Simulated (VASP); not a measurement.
Set up this calculation in VASP 6.6.1, as the native input.

```yaml
Task: single point
Functional: PBE
Potentials_or_basis: VASP PAW PBE potentials, release 64 (Zn)
Cutoff: 520 eV
k_mesh: 12 × 12 × 12
Occupations: fermi-dirac, width 0.05 eV
Spin: no spin polarisation
Dipole_correction: no
Further_INCAR_settings: ALGO = Normal; EDIFF = 1e-06; NBANDS = 19
```

The structure of Zn lies in POSCAR:

```
Zn
1.0
    0.0000000000      2.6485815187      2.6485815187
    2.6485815187      0.0000000000      2.6485815187
    2.6485815187      2.6485815187      0.0000000000
Zn
2
Direct
   -0.1250000000     -0.1250000000     -0.1250000000
    0.1250000000      0.1250000000      0.1250000000
```

This cell differs from its parent crystal: volume scaled by 0.75.

The input as run:

INCAR

```
  PREC = Accurate
  ENCUT = 520
  EDIFF = 1E-6
  ISMEAR = -1
  SIGMA = 0.05
  LREAL = F
  LASPH = T
  NELM = 60
  ALGO = Normal
  ISIF = 2
  LWAVE = F
  LCHARG = F
  GGA = PE
  NBANDS = 19
```

KPOINTS

```
Automatic mesh
0
Gamma
  12 12 12
```

Potentials or basis: VASP PAW PBE potentials, release 64 (Zn).

Launch:

```sh
$ cat potpaw_PBE.64/Zn/POTCAR > POTCAR
$ mpirun -np 1 vasp_std > vasp.out
```

Results of the run:

| Quantity | Value |
| --- | --- |
| Pressure | 16.0 GPa |
| Band gap on the k mesh | zero (band 12 reaches 8.22 eV, above the bottom of band 13 at 0.43 eV) |

Wall time 20 s on 1 thread of AMD EPYC 9R45 96-Core Processor (Zen 5) (shared host), peak memory 0.15 GiB.
